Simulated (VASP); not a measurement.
# Mg4O: single point with PBEsol

System: Mg4O, a slab with vacuum.

```
Mg O
1.0
     3.18820    0.00000    0.00000
     0.00000    5.10847    0.00000
     0.00000    0.00000   19.13584
Mg O
4 1
Direct
  0.00000 0.75000 0.20903
  0.50000 0.25000 0.25713
  0.50000 0.75000 0.35761
  0.00000 0.25000 0.39903
  0.37500 0.75000 0.44839
```

```
Program             : VASP 6.6.1
Task                : single point
Functional          : PBEsol
Potentials or basis : VASP PAW PBE potentials, release 64 (Mg, O)
Cutoff              : 520 eV
k mesh              : 8 × 5 × 1
Occupations         : gaussian, width 0.1 eV
Spin                : no spin polarisation
```

```json
{
  "Largest force": "1.411 eV/Å",
  "Band gap on the k mesh": "zero (bands 7 and 8 overlap by 0.54 eV)"
}
```

Forces in eV/Å, atoms in the order of the input:
```
Mg   0.001  0.000  0.174
Mg   0.023  0.000 -0.080
Mg   0.636  0.000 -1.260
Mg   0.274  0.000  1.093
O   -0.933  0.000  0.073
```

Levels at points of the mesh, in eV from the Fermi level:
```
           k point  band 3  band 4  band 5  band 6  band 7  band 8  band 9  band 10  band 11  band 12
(0.00, 0.00, 0.00)   -3.47   -2.07   -1.35   -0.41   -0.34   -0.10    0.54     2.27     2.31     3.40
(0.50, 0.00, 0.00)   -2.47   -1.61   -1.31   -1.14    0.17    0.92    2.70     2.90     2.97     3.40
```

Run time: 4.7 min on 1 thread of Intel Xeon 8259CL, with other jobs on the host, peak memory 0.37 GiB.

Caveat: the PAW data sets were made with another functional, which shifts forces and pressure a little.
